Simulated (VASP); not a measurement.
# MgF2 (P4_2/mnm) in VASP: a series of runs

The runs below take MgF2 through single point, relaxation of cell and atoms, with PBE.

All numbers are computed with VASP 6.6.1; they aren't measurements. Logs are shortened: lines on timing, memory, paths and dates and some standing lists are left out, and cuts for length are marked.

## 1. The cell of the first run

Symmetry: P4_2/mnm, No. 136, tetragonal system. The conventional cell has a = 4.698 Å, b = 4.698 Å, c = 3.093 Å, α = 90.00°, β = 90.00°, γ = 90.00°. Within 2.7 Å of Mg (site symmetry mmm) lie 6 F at 2.02 Å. Within 2.7 Å of F (site symmetry m2m) lie 3 Mg at 2.02 Å and 1 F at 2.61 Å.

## 2. Single point, PBE

INCAR reads:

```
ALGO = Normal ; EDIFF = 1E-6
ENCUT = 600 ; GGA = PE
GGA_COMPAT = F ; ISIF = 2
ISMEAR = 0 ; LASPH = T
LCHARG = F ; LREAL = F
LWAVE = F ; NBANDS = 25
NELM = 120 ; PREC = Accurate
SIGMA = 0.01
```

KPOINTS reads:

```
k-points
0
Gamma
  4 4 6
```

POSCAR reads:

```
MgF2
1.0
    4.6981861837      0.0000000000      0.0000000000
    0.0000000000      4.6981861837      0.0000000000
    0.0000000000      0.0000000000      3.0928310043
Mg F
2 4
Direct
    0.0000000000      0.0000000000      0.0000000000
    0.5000000000      0.5000000000      0.5000000000
    0.3035689366      0.3035689366      0.0000000000
    0.1964310634      0.8035689366      0.5000000000
    0.6964310634      0.6964310634      0.0000000000
    0.8035689366      0.1964310634      0.5000000000
```

Potentials or basis: VASP PAW PBE potentials, release 64 (Mg, F).

Run with:

```console
> cat potpaw_PBE.64/Mg/POTCAR potpaw_PBE.64/F/POTCAR > POTCAR
> mpirun -np 1 vasp_std > vasp.out
```

OUTCAR:

```text
EDIFF = 1E-6
   ENCUT = 600
   GGA = PE
   ISIF = 2
   ISMEAR = 0
   LASPH = T
   LREAL = F
   NELM = 120
   PREC = Accurate

 ion  position               nearest neighbor table
   1  0.000  0.000  0.000-   3 2.02   5 2.02   4 2.02   6 2.02   4 2.02   6 2.02
   2  0.500  0.500  0.500-   4 2.02   6 2.02   5 2.02   3 2.02   3 2.02   5 2.02
   3  0.304  0.304  0.000-   1 2.02   2 2.02   2 2.02
   4  0.196  0.804  0.500-   2 2.02   1 2.02   1 2.02
   5  0.696  0.696  0.000-   1 2.02   2 2.02   2 2.02
   6  0.804  0.196  0.500-   2 2.02   1 2.02   1 2.02

  LATTYP: Found a simple tetragonal cell.
 ALAT       =     4.6981861837
 C/A-ratio  =     0.6583032011

  Lattice vectors:

 A1 = (   4.6981861837,   0.0000000000,   0.0000000000)
 A2 = (   0.0000000000,   4.6981861837,   0.0000000000)
 A3 = (   0.0000000000,   0.0000000000,   3.0928310043)

Analysis of symmetry for initial positions (statically):
=====================================================================
 Subroutine PRICEL returns:
 Original cell was already a primitive cell.

 Routine SETGRP: Setting up the symmetry group for a
 simple tetragonal supercell.

 Subroutine GETGRP returns: Found 16 space group operations
 (whereof  8 operations were pure point group operations)
 out of a pool of 16 trial point group operations.

The static configuration has the point symmetry D_2h.
 The point group associated with its full space group is D_4h.

Analysis of symmetry for dynamics (positions and initial velocities):
=====================================================================
 Subroutine PRICEL returns:
 Original cell was already a primitive cell.

 Routine SETGRP: Setting up the symmetry group for a
 simple tetragonal supercell.

 Subroutine GETGRP returns: Found 16 space group operations
 (whereof  8 operations were pure point group operations)
 out of a pool of 16 trial point group operations.

The dynamic configuration has the point symmetry D_2h.
 The point group associated with its full space group is D_4h.

 Subroutine INISYM returns: Found 16 space group operations
 (whereof  8 operations are pure point group operations),
 and found     1 'primitive' translations

----------------------------------------------------------------------------------------

                                     Primitive cell

  volume of cell :      68.2679

  direct lattice vectors                    reciprocal lattice vectors
     4.698186184  0.000000000  0.000000000     0.212848099  0.000000000  0.000000000
     0.000000000  4.698186184  0.000000000     0.000000000  0.212848099  0.000000000
     0.000000000  0.000000000  3.092831004     0.000000000  0.000000000  0.323328368

  length of vectors
     4.698186184  4.698186184  3.092831004     0.212848099  0.212848099  0.323328368

  position of ions in fractional coordinates (direct lattice)
     0.000000000  0.000000000  0.000000000
     0.500000000  0.500000000  0.500000000
     0.303568937  0.303568937  0.000000000
     0.196431063  0.803568937  0.500000000
     0.696431063  0.696431063  0.000000000
     0.803568937  0.196431063  0.500000000

  ion indices of the primitive-cell ions
   primitive index   ion index
                 1           1
                 2           2
                 3           3
                 4           4
                 5           5
                 6           6

----------------------------------------------------------------------------------------

 KPOINTS: k-points

Automatic generation of k-mesh.
 Grid dimensions read from file:
 generate k-points for:    4    4    6

 Generating k-lattice:

  Cartesian coordinates                     Fractional coordinates (reciprocal lattice)
     0.053212025  0.000000000  0.000000000     0.250000000  0.000000000  0.000000000
     0.000000000  0.053212025  0.000000000     0.000000000  0.250000000  0.000000000
     0.000000000  0.000000000  0.053888061     0.000000000  0.000000000  0.166666667

  Length of vectors
     0.053212025  0.053212025  0.053888061

  Shift w.r.t. Gamma in fractional coordinates (k-lattice)
     0.000000000  0.000000000  0.000000000

 Subroutine IBZKPT returns following result:
 ===========================================

 Found     24 irreducible k-points:

 Following reciprocal coordinates:
            Coordinates               Weight
  0.000000  0.000000  0.000000      1.000000
  0.250000  0.000000  0.000000      4.000000
  0.500000  0.000000  0.000000      2.000000
  0.250000  0.250000  0.000000      4.000000
  0.500000  0.250000  0.000000      4.000000
  0.500000  0.500000  0.000000      1.000000
[... 16 lines left out ...]
  0.500000  0.250000  0.500000      4.000000
  0.500000  0.500000  0.500000      1.000000
   k-points           NKPTS =     24   k-points in BZ     NKDIM =     24   number of bands    NBANDS=     25
   number of dos      NEDOS =    301   number of ions     NIONS =      6
   total plane-waves  NPLWV =  44800
   dimension x,y,z NGX =    40 NGY =   40 NGZ =   28
   dimension x,y,z NGXF=    80 NGYF=   80 NGZF=   56
   ions per type =               2   4
   NGX,Y,Z   is equivalent  to a cutoff of  14.15, 14.15, 15.05 a.u.
   NGXF,Y,Z  is equivalent  to a cutoff of  28.31, 28.31, 30.10 a.u.
 SYSTEM =  unknown system
   PREC   = accura    normal or accurate (medium, high low for compatibility)
   ISTART =      0    job   : 0-new  1-cont  2-samecut
   ICHARG =      2    charge: 1-file 2-atom 10-const
   ISPIN  =      1    spin polarized calculation?
   LNONCOLLINEAR =      F non collinear calculations
   LSORBIT =      F    spin-orbit coupling
   LASPH  =      T    aspherical Exc in radial PAW
   ENCUT  =  600.0 eV  44.10 Ry    6.64 a.u.   9.38  9.38  6.18*2*pi/ulx,y,z
   NELM   =    120;   NELMIN=  2; NELMDL= -5     # of ELM steps
   EDIFF  = 0.1E-05   stopping-criterion for ELM
   LREAL  =      F    real-space projection
   EDIFFG = 0.1E-04   stopping-criterion for IOM
   NSW    =      0    number of steps for IOM
   IBRION =     -1    ionic relax: 0-MD 1-quasi-New 2-CG
   NFREE  =      0    steps in history (QN), initial steepest desc. (CG)
   ISIF   =      2    stress and relaxation
   ISYM   =      2    0-nonsym 1-usesym 2-fastsym
   POTIM  = 0.5000    time-step for ionic-motion
   TEBEG  =    0.0;   TEEND  =   0.0 temperature during run
   PSTRESS=    0.0 pullay stress
   NELECT =      32.0000    total number of electrons
   NUPDOWN=      -1.0000    fix difference up-down
   EMIN   =  10.00;   EMAX   =-10.00  energy-range for DOS
   EFERMI =   0.00;   METHOD = LEGACY
   ISMEAR =     0;   SIGMA  =   0.01  broadening in eV -4-tet -1-fermi 0-gaus
   EFERMI_NEDOS =   21; number of points for ismear=-14 and -15
   IALGO  =     38    algorithm
   IMIX   =      4    mixing-type and parameters
     AMIX     =   0.40;   BMIX     =  1.00
     AMIX_MAG =   1.60;   BMIX_MAG =  1.00
  volume/ion in A,a.u.               =      11.38        76.78
  Fermi-wavevector in a.u.,A,eV,Ry     =   1.271704  2.403172 22.003755  1.617230
  Thomas-Fermi vector in A             =   2.404622
   LORBIT       =      0    0 simple, 1 ext, 2 COOP (PROOUT), +10 PAW based schemes
   GGA     = PE    functional components
   LHFCALC =     F    Hartree Fock is set to
   AEXX    =    0.0000 exact exchange contribution
   IVDW    =     0    specifies the selected vdW correction
   LEPSILON=     F    determine dielectric tensor
   LRPA    =     F    only Hartree local field effects (RPA)
 non-spin polarized calculation
 Gauss-broadening in eV      SIGMA  =   0.01
  energy-cutoff  :      600.00
  volume of cell :       68.27
 maximum number of plane-waves:      2308
 NGX is ok and might be reduce to    40
   NGX = 19   NGY = 19   NGZ = 13

 number of electron      31.9999995 magnetization

 Free energy of the ion-electron system (eV)
  ---------------------------------------------------
  ext. energy  EPLUGINS =         0.00000000
  ---------------------------------------------------
  free energy    TOTEN  =       -31.55287781 eV

  energy without entropy =      -31.55287781  energy(sigma->0) =      -31.55287781

 E-fermi :  -1.3948     XC(G=0):  -9.5159

 val. band max:       -1.4804796118   @ k =   0.0000   0.0000   0.0000
 cond. band min:       5.3145311175   @ k =   0.0000   0.0000   0.0000
 fundamental gap:      6.7950107293
 Fermi energy:        -1.3947521815

 k-point     1 :       0.0000    0.0000    0.0000
  band No.  band energies     occupation
      1     -22.0666      2.00000
      2     -21.3441      2.00000
      3     -21.3441      2.00000
      4     -21.2647      2.00000
      5      -5.3892      2.00000
      6      -3.7990      2.00000
[... 17 lines left out ...]
     24      16.4438      0.00000
     25      16.4438      0.00000

 k-point     2 :       0.2500    0.0000    0.0000
  band No.  band energies     occupation
      1     -21.9782      2.00000
      2     -21.4949      2.00000
      3     -21.3199      2.00000
      4     -21.2365      2.00000
      5      -5.1768      2.00000
      6      -4.0323      2.00000
[... 17 lines left out ...]
     24      16.0204      0.00000
     25      16.6266      0.00000

 k-point     3 :       0.5000    0.0000    0.0000
  band No.  band energies     occupation
      1     -21.7529      2.00000
      2     -21.7529      2.00000
      3     -21.2668      2.00000
      4     -21.2668      2.00000
      5      -4.6676      2.00000
      6      -4.6676      2.00000
[... 552 lines left out ...]
 k-point    23 :       0.5000    0.2500    0.5000
  band No.  band energies     occupation
      1     -21.4847      2.00000
      2     -21.4847      2.00000
      3     -21.3100      2.00000
      4     -21.3100      2.00000
      5      -4.8892      2.00000
      6      -4.8892      2.00000
[... 17 lines left out ...]
     24      13.7535      0.00000
     25      15.6640      0.00000

 k-point    24 :       0.5000    0.5000    0.5000
  band No.  band energies     occupation
      1     -21.4836      2.00000
      2     -21.4836      2.00000
      3     -21.3088      2.00000
      4     -21.3088      2.00000
      5      -5.0781      2.00000
      6      -5.0781      2.00000
[... 17 lines left out ...]
     24      13.1103      0.00000
     25      16.2569      0.00000

------------------------ aborting loop because EDIFF is reached ----------------------------------------

  FORCE on cell =-STRESS in cart. coord.  units (eV):
  Direction    XX          YY          ZZ          XY          YZ          ZX
  --------------------------------------------------------------------------------------
  -------------------------------------------------------------------------------------
  Total       -0.4118376     -0.4118376     -0.4542274      0.0000000      0.0000000      0.0000000
  in kB       -9.6654018     -9.6654018    -10.6602463      0.0000000      0.0000000      0.0000000
  external PRESSURE =      -9.9970167 kB  Pullay stress =       0.0000000 kB

 VOLUME and BASIS-vectors are now :
 -----------------------------------------------------------------------------
  energy-cutoff  :      600.00
  volume of cell :       68.27
      direct lattice vectors                 reciprocal lattice vectors
     4.698186184  0.000000000  0.000000000     0.212848099  0.000000000  0.000000000
     0.000000000  4.698186184  0.000000000     0.000000000  0.212848099  0.000000000
     0.000000000  0.000000000  3.092831004     0.000000000  0.000000000  0.323328368

 POSITION                                       TOTAL-FORCE (eV/Angst)
 -----------------------------------------------------------------------------------
      0.00000      0.00000      0.00000         0.000000      0.000000      0.000000
      2.34909      2.34909      1.54642         0.000000      0.000000      0.000000
      1.42622      1.42622      0.00000         0.001684      0.001684     -0.000000
      0.92287      3.77532      1.54642        -0.001684      0.001684      0.000000
      3.27196      3.27196      0.00000        -0.001684     -0.001684      0.000000
      3.77532      0.92287      1.54642         0.001684     -0.001684      0.000000
 -----------------------------------------------------------------------------------
    total drift:                                0.000000     -0.000000     -0.000000

  FREE ENERGIE OF THE ION-ELECTRON SYSTEM (eV)
  ---------------------------------------------------
  free  energy   TOTEN  =       -31.5528778136 eV

  energy  without entropy=      -31.5528778136  energy(sigma->0) =      -31.55287781
```

It took 90 s on 1 thread of AMD EPYC 7R13, shared host; peak memory 0.19 GiB.

Results:

```
Free energy            : -31.5529 eV
Pressure               : -1.0 GPa
Band gap on the k mesh : 6.79 eV
```

Forces in eV/Å, atoms in the order of the input:
```
Mg   0.000  0.000  0.000
Mg   0.000  0.000  0.000
F    0.002  0.002  0.000
F   -0.002  0.002  0.000
F   -0.002 -0.002  0.000
F    0.002 -0.002  0.000
```

## 3. Relaxation of cell and atoms, PBE

This run uses another cell than the first one, of 10.88 Å³/atom.

INCAR reads:

```
SYSTEM = MgF2
PREC = Accurate
ENCUT = 600
EDIFF = 1E-7
ISMEAR = 0
SIGMA = 0.01
LREAL = .False.
LASPH = .True.
NELM = 120
ALGO = Normal
ISIF = 3
LWAVE = .False.
LCHARG = .False.
GGA = PE
IBRION = 2
NSW = 60
EDIFFG = -0.01
GGA_COMPAT = .False.
NELMIN = 4
```

KPOINTS reads:

```
Automatic mesh
0
Gamma
  4 4 6
  0 0 0
```

POSCAR reads:

```
MgF2
1.0
    4.6250000000      0.0000000000      0.0000000000
    0.0000000000      4.6250000000      0.0000000000
    0.0000000000      0.0000000000      3.0520000000
Mg F
2 4
Direct
    0.0000000000      0.0000000000      0.0000000000
    0.5000000000      0.5000000000      0.5000000000
    0.3030000000      0.3030000000      0.0000000000
    0.1970000000      0.8030000000      0.5000000000
    0.6970000000      0.6970000000      0.0000000000
    0.8030000000      0.1970000000      0.5000000000
```

Potentials or basis: VASP PAW PBE potentials, release 64 (Mg, F).

Run with:

```console
> cat potpaw_PBE.64/Mg/POTCAR potpaw_PBE.64/F/POTCAR > POTCAR
> mpirun -np 1 vasp_std > vasp.out
```

It took 3.7 min on 1 thread of AMD EPYC 7R13, shared host; peak memory 0.18 GiB.

It converged, with:

```yaml
Free_energy: -31.5453 eV
Relaxed_volume: 11.26 Å³/atom
Relaxed_cell: a = 4.681 Å, b = 4.681 Å, c = 3.084 Å, α = 90.00°, β = 90.00°, γ = 90.00°
Space_group_after_relaxing_to_0.1_Å: P4_2/mnm (No. 136)
Energy_gained_by_relaxing: 4.0 meV/atom
Ionic_steps: 5
Pressure_after_relaxing: 0.0 GPa
Band_gap_on_the_k_mesh: 6.86 eV
```

The path:
```tsv
step	energy change (eV)	largest force (eV/Å)	pressure (GPa)	volume (Å³)
1	0.0000	0.0219	3.50	65.28
2	-0.0237	0.0395	-0.04	67.55
3	-0.0237	0.0385	0.02	67.52
4	-0.0240	0.0184	0.01	67.55
5	-0.0241	0.0003	0.00	67.58
```

Final structure:
```
CELL_PARAMETERS angstrom
4.68130 0.00000 0.00000
0.00000 4.68130 0.00000
0.00000 0.00000 3.08363
ATOMIC_POSITIONS crystal
Mg 0.00000 0.00000 0.00000
Mg 0.50000 0.50000 0.50000
F 0.30337 0.30337 0.00000
F 0.19663 0.80337 0.50000
F 0.69663 0.69663 0.00000
F 0.80337 0.19663 0.50000
```

Levels at points of the mesh, in eV from the valence-band top:
| k point | band 14 | band 15 | band 16 | band 17 | band 18 | band 19 |
| --- | --- | --- | --- | --- | --- | --- |
| (0.00, 0.00, 0.00) | -0.32 | -0.32 | 0.00 | 6.86 | 12.02 | 12.02 |
| (0.50, 0.00, 0.00) | -0.95 | -0.36 | -0.36 | 9.23 | 9.23 | 13.25 |
| (0.50, 0.50, 0.00) | -0.92 | -0.73 | -0.73 | 10.85 | 10.85 | 11.06 |
| (0.00, 0.00, 0.50) | -1.08 | -0.81 | -0.81 | 11.55 | 11.55 | 14.73 |
| (0.50, 0.00, 0.50) | -0.71 | -0.63 | -0.63 | 12.49 | 12.49 | 13.11 |
| (0.50, 0.50, 0.50) | -0.58 | -0.47 | -0.47 | 12.92 | 12.92 | 13.13 |
